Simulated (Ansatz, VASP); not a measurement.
# One calculation of Al2Cu, two programs

INCAR

```
SYSTEM = Al2Cu
  PREC = Accurate
  ENCUT = 520
  EDIFF = 1E-6
  ISMEAR = 0
  SIGMA = 0.15
  LREAL = .FALSE.
  LASPH = .TRUE.
  NELM = 100
  ALGO = Fast
  ISIF = 2
  LWAVE = .FALSE.
  LCHARG = .FALSE.
  GGA = PE
  NBANDS = 16
```

The input KPOINTS:

```
regular mesh
0
G
  14 14 14
  0 0 0
```

POSCAR

```
Al2Cu
1.0
   -2.0446004822      2.0446004822      2.8240317323
    2.0446004822     -2.0446004822      2.8240317323
    2.0446004822      2.0446004822     -2.8240317323
Al Cu
2 1
Direct
    0.7344366126      0.2344366126      0.5000000000
    0.2655633874      0.7655633874      0.5000000000
    0.5000000000      0.5000000000      0.0000000000
```

Input for Ansatz:

```yaml
crystal:
  lattice:
    - [-2.0446004822, 2.0446004822, 2.8240317323]
    - [2.0446004822, -2.0446004822, 2.8240317323]
    - [2.0446004822, 2.0446004822, -2.8240317323]
  atoms:
    - { symbol: Al, position: [0.7344366126, 0.2344366126, 0.5] }
    - { symbol: Al, position: [0.2655633874, 0.7655633874, 0.5] }
    - { symbol: Cu, position: [0.5, 0.5, 0.0] }
basis:
  ecutwfc: 520.0
kpoints:
  mp_grid: { grid: [14, 14, 14] }
hamiltonian:
  xc: pbe
  pseudopotentials: { kind: paw, azcp: { folder: soft_1 } }
scf:
  occupations: { method: gaussian, width: 0.15 }
output:
  forces: true
  stress: true
  eigenvalues: true
```

Change from the starting cell: mode 9 frozen in at -0.090 Å, normal strain along z -0.0233.

Alike in both runs: task single point; functional PBE; k mesh 14 × 14 × 14; occupations gaussian, width 0.15 eV; no spin polarisation.

|  | VASP | Ansatz |
| --- | --- | --- |
| version | VASP 6.6.1 | Ansatz 0.2.0 |
| potentials or method | VASP PAW PBE potentials, release 64 (Al, Cu), cutoff 520 eV | scalar-relativistic, plane waves, PAW |
| valence electrons in the cell | 17 | 25 |

VASP gave:

```
gap on the k mesh at the Fermi level (eV)                     : none
pressure (GPa)                                                : 3.5
traceless stress, the component that is largest in VASP (GPa) : -4.34
rms of the force components (eV/Å)                            : 0.406
```

Which values does Ansatz return?

gap on the k mesh at the Fermi level (eV): none; pressure (GPa): 3.2; traceless stress, the component that is largest in VASP (GPa): -4.32; rms of the force components (eV/Å): 0.406.

Atom by atom the forces differ by 0.000 eV/Å (rms over components). A gap of «none» marks a metal or a gap that the smearing closes. The functional is the same, so the differences come from potentials, cutoffs and numerics. VASP's potentials hold 17 valence electrons a cell and Ansatz's 25, so a difference there can come from the potentials and not from the codes.
